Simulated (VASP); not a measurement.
Here is a VASP 6.6.1 calculation.

The input INCAR:

```
PREC = Accurate
ENCUT = 520
EDIFF = 1E-6
ISMEAR = -1
SIGMA = 0.1
LREAL = F
LASPH = T
NELM = 60
ALGO = Normal
ISIF = 2
LWAVE = F
LCHARG = T
GGA = CA
LELF = T
LVHAR = T
NBANDS = 16
```

KPOINTS

```
Automatic mesh
0
Gamma
  10 10 10
```

POSCAR

```
ZnSe
1.0
    0.0000000000      2.7837585820      2.7837585820
    2.7837585820      0.0000000000      2.7837585820
    2.7837585820      2.7837585820      0.0000000000
Zn Se
1 1
Direct
    0.0000000000      0.0000000000      0.0000000000
    0.7500000000      0.7500000000      0.7500000000
```

Potentials or basis: VASP PAW LDA potentials, release 64 (Zn, Se).

Command:

```sh
$ cat potpaw_LDA.64/Zn/POTCAR potpaw_LDA.64/Se/POTCAR > POTCAR
$ mpirun -np 1 vasp_std > vasp.out
```

**Question.** Estimate the band gap on the k mesh.

**Answer.** 1.29 eV.

**Question.** What does it give for the pressure?

**Answer.** 0.4 GPa.
